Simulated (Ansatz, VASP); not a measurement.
**P: VASP beside Ansatz**

```
P
1.0
     4.10101    0.00000    0.00000
     0.00000    4.10101    0.00000
     0.00000    0.00000    4.47073
P
6
Direct
  0.50000 0.00000 0.70730
  0.00000 0.50000 0.79270
  0.00000 0.50000 0.20730
  0.50000 0.00000 0.29270
  0.50000 0.50000 0.75000
  0.50000 0.50000 0.25000
```

Alike in both runs: task relaxation of cell and atoms; functional PBE; k mesh 4 × 4 × 4; occupations gaussian, width 0.1 eV; no spin polarisation.

|  | VASP | Ansatz |
| --- | --- | --- |
| version | VASP 6.6.1 | Ansatz 0.2.0 |
| potentials or method | VASP PAW PBE potentials, release 64 (P), cutoff 600 eV | scalar-relativistic, plane waves, PAW |
| valence electrons in the cell | 30 | 30 |

VASP gave:

| Property | Result |
| --- | --- |
| gap on the k mesh at the Fermi level, each at its own relaxed structure (eV) | none |
| relaxed volume (Å³/atom) | 17.68 |
| relaxed cell length with the largest relative difference (Å) | 4.558 |

**Question.** Estimate Ansatz's values.

**Answer.** gap on the k mesh at the Fermi level, each at its own relaxed structure (eV): none; relaxed volume (Å³/atom): 17.69; relaxed cell length with the largest relative difference (Å): 4.563.

A gap of «none» marks a metal or a gap that the smearing closes.

The k mesh is coarse, so the values compare programs but aren't converged. Noted on VASP's run: the volume moved by over 15 % at a fixed basis, so the end points are rough.
